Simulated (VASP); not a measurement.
# P (Imma) in VASP: single point with B3LYP

Aim: the single point of P with B3LYP.

Everything below comes from runs of VASP 6.6.1. Logs are shortened: lines on timing, memory, paths and dates and some standing lists are left out, and cuts for length are marked.

## Step 1: The cell of the first run

The structure is orthorhombic, space group Imma (No. 74). The conventional cell has a = 3.383 Å, b = 5.030 Å, c = 3.718 Å, α = 90.00°, β = 90.00°, γ = 90.00°. P (site symmetry mm2) has 6 P at 2.24 to 2.82 Å within 3.0 Å.

## Step 2: Single point, B3LYP

The input, POSCAR:

```
P
1.0
   -1.6915100000      2.5151650000      1.8589440000
    1.6915100000     -2.5151650000      1.8589440000
    1.6915100000      2.5151650000     -1.8589440000
P
2
Direct
    0.8033090000      0.0533090000      0.7500000000
    0.1966910000      0.9466910000      0.2500000000
```

The input, INCAR.step1:

```
PREC     = Accurate       # precision mode
ENCUT    = 400            # plane-wave cutoff, eV
EDIFF    = 1E-5           # SCF threshold, eV
ISMEAR   = 0              # smearing method
SIGMA    = 0.01           # smearing width, eV
LREAL    = False          # projectors in reciprocal space
LASPH    = True           # aspherical terms in the spheres
NELM     = 120            # most SCF steps
ALGO     = Normal         # electronic algorithm
ISIF     = 2              # what is computed and relaxed
LWAVE    = True           # write WAVECAR
LCHARG   = False          # write CHGCAR
NBANDS   = 12             # bands
GGA      = PE             # functional
GGA_COMPAT= False
```

The input, INCAR.step2:

```
PREC     = Accurate       # precision mode
ENCUT    = 400            # plane-wave cutoff, eV
EDIFF    = 1E-6           # SCF threshold, eV
ISMEAR   = 0              # smearing method
SIGMA    = 0.01           # smearing width, eV
LREAL    = False          # projectors in reciprocal space
LASPH    = True           # aspherical terms in the spheres
NELM     = 120            # most SCF steps
ALGO     = Normal         # electronic algorithm
ISIF     = 2              # what is computed and relaxed
LWAVE    = False          # write WAVECAR
LCHARG   = False          # write CHGCAR
GGA      = B3             # functional
LHFCALC  = True           # exact exchange
AEXX     = 0.2            # exact-exchange fraction
AGGAX    = 0.72         
AGGAC    = 0.81         
ALDAC    = 0.19         
PRECFOCK = Normal       
NBANDS   = 12             # bands
ISTART   = 1            
GGA_COMPAT= False
```

The input, KPOINTS:

```
Automatic mesh
0
Gamma
  4 4 4
```

Potentials or basis: VASP PAW PBE potentials, release 64 (P).

Started as:

```console
> cat potpaw_PBE.64/P/POTCAR > POTCAR
> cp INCAR.step1 INCAR
> mpirun -np 1 vasp_std > vasp.out
> cp INCAR.step2 INCAR
> mpirun -np 1 vasp_std > vasp.out
```

OUTCAR:

```text
PREC = Accurate
   ENCUT = 400
   EDIFF = 1E-6
   ISMEAR = 0
   LREAL = False
   LASPH = True
   NELM = 120
   ISIF = 2
   GGA = B3
   LHFCALC = True
   AEXX = 0.2
   PRECFOCK = Normal
   ISTART = 1

 ion  position               nearest neighbor table
   1  0.803  0.053  0.750-   2 2.24   2 2.24   2 2.55   2 2.55   2 2.82   2 2.82
   2  0.197  0.947  0.250-   1 2.24   1 2.24   1 2.55   1 2.55   1 2.82   1 2.82

  LATTYP: Found a body centered orthorhombic cell.
 ALAT       =     3.3830200000
 B/A-ratio  =     1.0989849306
 C/A-ratio  =     1.4869347506

  Lattice vectors:

 A1 = (   1.6915100000,  -2.5151650000,  -1.8589440000)
 A2 = (  -1.6915100000,  -2.5151650000,   1.8589440000)
 A3 = (  -1.6915100000,   2.5151650000,  -1.8589440000)

Analysis of symmetry for initial positions (statically):
=====================================================================
 Subroutine PRICEL returns:
 Original cell was already a primitive cell.

 Routine SETGRP: Setting up the symmetry group for a
 body centered orthorhombic supercell.

 Subroutine GETGRP returns: Found  8 space group operations
 (whereof  4 operations were pure point group operations)
 out of a pool of  8 trial point group operations.

The static configuration has the point symmetry C_2h.
 The point group associated with its full space group is D_2h.

Analysis of symmetry for dynamics (positions and initial velocities):
=====================================================================
 Subroutine PRICEL returns:
 Original cell was already a primitive cell.

 Routine SETGRP: Setting up the symmetry group for a
 body centered orthorhombic supercell.

 Subroutine GETGRP returns: Found  8 space group operations
 (whereof  4 operations were pure point group operations)
 out of a pool of  8 trial point group operations.

The dynamic configuration has the point symmetry C_2h.
 The point group associated with its full space group is D_2h.

 Subroutine INISYM returns: Found  8 space group operations
 (whereof  4 operations are pure point group operations),
 and found     1 'primitive' translations

----------------------------------------------------------------------------------------

                                     Primitive cell

  volume of cell :      31.6350

  direct lattice vectors                    reciprocal lattice vectors
    -1.691510000  2.515165000  1.858944000     0.000000000  0.198794115  0.268969910
     1.691510000 -2.515165000  1.858944000     0.295593878  0.000000000  0.268969910
     1.691510000  2.515165000 -1.858944000     0.295593878  0.198794115  0.000000000

  length of vectors
     3.555690348  3.555690348  3.555690348     0.334460629  0.399650538  0.356223021

  position of ions in fractional coordinates (direct lattice)
     0.803309000  0.053309000  0.750000000
     0.196691000  0.946691000  0.250000000

  ion indices of the primitive-cell ions
   primitive index   ion index
                 1           1
                 2           2

----------------------------------------------------------------------------------------

 KPOINTS: Automatic mesh

Automatic generation of k-mesh.
 Grid dimensions read from file:
 generate k-points for:    4    4    4

 Generating k-lattice:

  Cartesian coordinates                     Fractional coordinates (reciprocal lattice)
     0.000000000  0.049698529  0.067242477     0.250000000 -0.000000000  0.000000000
     0.073898469  0.000000000  0.067242477     0.000000000  0.250000000  0.000000000
     0.073898469  0.049698529  0.000000000     0.000000000 -0.000000000  0.250000000

  Length of vectors
     0.083615157  0.099912635  0.089055755

  Shift w.r.t. Gamma in fractional coordinates (k-lattice)
     0.000000000  0.000000000  0.000000000

 Subroutine IBZKPT returns following result:
 ===========================================

 Found     18 irreducible k-points:

 Following reciprocal coordinates:
            Coordinates               Weight
  0.000000  0.000000  0.000000      1.000000
  0.250000  0.000000 -0.000000      4.000000
  0.500000  0.000000 -0.000000      2.000000
  0.000000  0.250000  0.000000      4.000000
  0.250000  0.250000  0.000000      8.000000
  0.500000  0.250000 -0.000000      8.000000
[... 10 lines left out ...]
 -0.250000 -0.250000  0.250000      2.000000
  0.500000  0.500000  0.500000      1.000000
   k-points           NKPTS =     18   k-points in BZ     NKDIM =     64   number of bands    NBANDS=     12
   number of dos      NEDOS =    301   number of ions     NIONS =      2
   total plane-waves  NPLWV =  13824
   dimension x,y,z NGX =    24 NGY =   24 NGZ =   24
   dimension x,y,z NGXF=    48 NGYF=   48 NGZF=   48
   ions per type =               2
   NGX,Y,Z   is equivalent  to a cutoff of  11.22, 11.22, 11.22 a.u.
   NGXF,Y,Z  is equivalent  to a cutoff of  22.44, 22.44, 22.44 a.u.
 SYSTEM =  unknown system
   PREC   = accura    normal or accurate (medium, high low for compatibility)
   ISTART =      1    job   : 0-new  1-cont  2-samecut
   ICHARG =      0    charge: 1-file 2-atom 10-const
   ISPIN  =      1    spin polarized calculation?
   LNONCOLLINEAR =      F non collinear calculations
   LSORBIT =      F    spin-orbit coupling
   LASPH  =      T    aspherical Exc in radial PAW
   ENCUT  =  400.0 eV  29.40 Ry    5.42 a.u.   5.80  5.80  5.80*2*pi/ulx,y,z
   NELM   =    120;   NELMIN=  2; NELMDL=  0     # of ELM steps
   EDIFF  = 0.1E-05   stopping-criterion for ELM
   LREAL  =      F    real-space projection
   EDIFFG = 0.1E-04   stopping-criterion for IOM
   NSW    =      0    number of steps for IOM
   IBRION =     -1    ionic relax: 0-MD 1-quasi-New 2-CG
   NFREE  =      0    steps in history (QN), initial steepest desc. (CG)
   ISIF   =      2    stress and relaxation
   ISYM   =      3    0-nonsym 1-usesym 2-fastsym
   POTIM  = 0.5000    time-step for ionic-motion
   TEBEG  =    0.0;   TEEND  =   0.0 temperature during run
   PSTRESS=    0.0 pullay stress
   NELECT =      10.0000    total number of electrons
   NUPDOWN=      -1.0000    fix difference up-down
   EMIN   =  10.00;   EMAX   =-10.00  energy-range for DOS
   EFERMI =   0.00;   METHOD = LEGACY
   ISMEAR =     0;   SIGMA  =   0.01  broadening in eV -4-tet -1-fermi 0-gaus
   EFERMI_NEDOS =   21; number of points for ismear=-14 and -15
   IALGO  =     38    algorithm
   IMIX   =      1    mixing-type and parameters
     AMIX     =   0.40;   BMIX     =  1.00
     AMIX_MAG =   1.60;   BMIX_MAG =  1.00
  volume/ion in A,a.u.               =      15.82       106.74
  Fermi-wavevector in a.u.,A,eV,Ry     =   1.115199  2.107421 16.921142  1.243669
  Thomas-Fermi vector in A             =   2.251801
   LORBIT       =      0    0 simple, 1 ext, 2 COOP (PROOUT), +10 PAW based schemes
   GGA     = B3    functional components
   LHFCALC =     T    Hartree Fock is set to
   PRECFOCK=normal    Normal, Fast or Accurate (Low or Medium for compatibility)
   ENCUT4O =  -1.0   cutoff for four orbital integrals eV
   NKREDX  =     1    reduce k-point grid by
   NKREDY  =     1    reduce k-point grid by
   NKREDZ  =     1    reduce k-point grid by
   AEXX    =    0.2000 exact exchange contribution
   HFSCREEN=    0.0000 screening length (either q_TF or 0.3 A-1)
   HFSCREENC=   0.0000 screening length for correlation (either q_TF or 0.3 A-1)
   ENCUTFOCK=  -1.0 apply spherical cutoff to Coloumb kernel
   IVDW    =     0    specifies the selected vdW correction
   LEPSILON=     F    determine dielectric tensor
   LRPA    =     F    only Hartree local field effects (RPA)
 non-spin polarized calculation
 Gauss-broadening in eV      SIGMA  =   0.01
  energy-cutoff  :      400.00
  volume of cell :       31.63
 maximum number of plane-waves:       584
  NGX = 18; NGY = 18; NGZ = 18

 number of electron      10.0000001 magnetization

 Free energy of the ion-electron system (eV)
  ---------------------------------------------------
  ext. energy  EPLUGINS =         0.00000000
  ---------------------------------------------------
  free energy    TOTEN  =       -11.70042596 eV

  energy without entropy =      -11.70042596  energy(sigma->0) =      -11.70042596

 E-fermi :   8.8840     XC(G=0):  -8.5418

 val. band max:        8.8234497547   @ k =   0.5000   0.5000   0.0000
 cond. band min:       9.6000622465   @ k =   0.2500   0.2500   0.2500
 fundamental gap:      0.7766124918
 Fermi energy:         8.8840247242

 k-point     1 :       0.0000    0.0000    0.0000
  band No.  band energies     occupation
      1      -9.1101      2.00000
      2       5.2868      2.00000
      3       5.3131      2.00000
      4       5.5258      2.00000
      5       6.3135      2.00000
      6      11.3330      0.00000
      7      12.4618      0.00000
      8      14.2286      0.00000
      9      15.4047      0.00000
     10      16.6690      0.00000
     11      17.0232      0.00000
     12      17.2428      0.00000

 k-point     2 :       0.2500    0.0000   -0.0000
  band No.  band energies     occupation
      1      -8.1912      2.00000
      2       0.0777      2.00000
      3       5.3063      2.00000
      4       6.0730      2.00000
      5       8.1348      2.00000
      6      10.9869      0.00000
      7      11.9042      0.00000
      8      12.0768      0.00000
      9      16.4165      0.00000
     10      16.8312      0.00000
     11      17.2977      0.00000
     12      22.0062      0.00000

 k-point     3 :       0.5000    0.0000   -0.0000
  band No.  band energies     occupation
      1      -6.4248      2.00000
      2      -3.4033      2.00000
      3       5.1419      2.00000
      4       6.9428      2.00000
      5       7.0456      2.00000
      6      10.2796      0.00000
      7      10.6204      0.00000
      8      11.5410      0.00000
      9      19.4251      0.00000
     10      19.9221      0.00000
     11      21.3167      0.00000
     12      22.6150      0.00000
[... 196 lines left out ...]
 k-point    17 :      -0.2500   -0.2500    0.2500
  band No.  band energies     occupation
      1      -6.8678      2.00000
      2      -1.5494      2.00000
      3       1.9959      2.00000
      4       4.9912      2.00000
      5       7.9622      2.00000
      6      11.3989      0.00000
      7      12.3216      0.00000
      8      15.0750      0.00000
      9      18.0288      0.00000
     10      18.4100      0.00000
     11      19.5170      0.00000
     12      21.1820      0.00000

 k-point    18 :       0.5000    0.5000    0.5000
  band No.  band energies     occupation
      1      -5.4934      2.00000
      2      -0.3671      2.00000
      3       0.0212      2.00000
      4       3.0189      2.00000
      5       3.1749      2.00000
      6      10.1710      0.00000
      7      16.7944      0.00000
      8      18.7307      0.00000
      9      18.9953      0.00000
     10      19.4947      0.00000
     11      24.3942      0.00000
     12      24.7665      0.00000

------------------------ aborting loop because EDIFF is reached ----------------------------------------

  FORCE on cell =-STRESS in cart. coord.  units (eV):
  Direction    XX          YY          ZZ          XY          YZ          ZX
  --------------------------------------------------------------------------------------
  -------------------------------------------------------------------------------------
  Total        1.4782205      1.3646034      1.4038370      0.0000000      0.0000000      0.0000000
  in kB       74.8656243     69.1113991     71.0984160      0.0000000      0.0000000      0.0000000
  external PRESSURE =      71.6918131 kB  Pullay stress =       0.0000000 kB

 VOLUME and BASIS-vectors are now :
 -----------------------------------------------------------------------------
  energy-cutoff  :      400.00
  volume of cell :       31.63
      direct lattice vectors                 reciprocal lattice vectors
    -1.691510000  2.515165000  1.858944000     0.000000000  0.198794115  0.268969910
     1.691510000 -2.515165000  1.858944000     0.295593878  0.000000000  0.268969910
     1.691510000  2.515165000 -1.858944000     0.295593878  0.198794115  0.000000000

 POSITION                                       TOTAL-FORCE (eV/Angst)
 -----------------------------------------------------------------------------------
      0.00000      3.77275      0.19820        -0.000000     -0.000000      0.337368
      1.69151     -1.25758      1.66075         0.000000      0.000000     -0.337368
 -----------------------------------------------------------------------------------
    total drift:                                0.000000     -0.000000     -0.000000

  FREE ENERGIE OF THE ION-ELECTRON SYSTEM (eV)
  ---------------------------------------------------
  free  energy   TOTEN  =       -11.7004259647 eV

  energy  without entropy=      -11.7004259647  energy(sigma->0) =      -11.70042596
```

Run time: 6.5 min. Hardware: 1 thread of Intel Xeon 8259CL, shared host; peak memory 0.13 GiB.

Results:

```yaml
Free_energy: -11.7004 eV
Pressure: 7.2 GPa
Largest_force: 0.337 eV/Å
Band_gap_on_the_k_mesh: zero (bands 5 and 6 overlap by 0.78 eV)
```

Forces in eV/Å, atoms in the order of the input:
```
P    0.000  0.000  0.337
P    0.000  0.000 -0.337
```

Stress tensor (GPa, compression positive):
```
7.49 0.00 0.00
0.00 6.91 0.00
0.00 0.00 7.11
```

Caveat: the k points lie up to 0.56 Å⁻¹ apart, too coarse for converged energies and pressures of a metal; the PAW data sets were made with another functional, which shifts forces and pressure a little.

The gap in the log of VASP goes by the Fermi energy; the results here count the filled bands.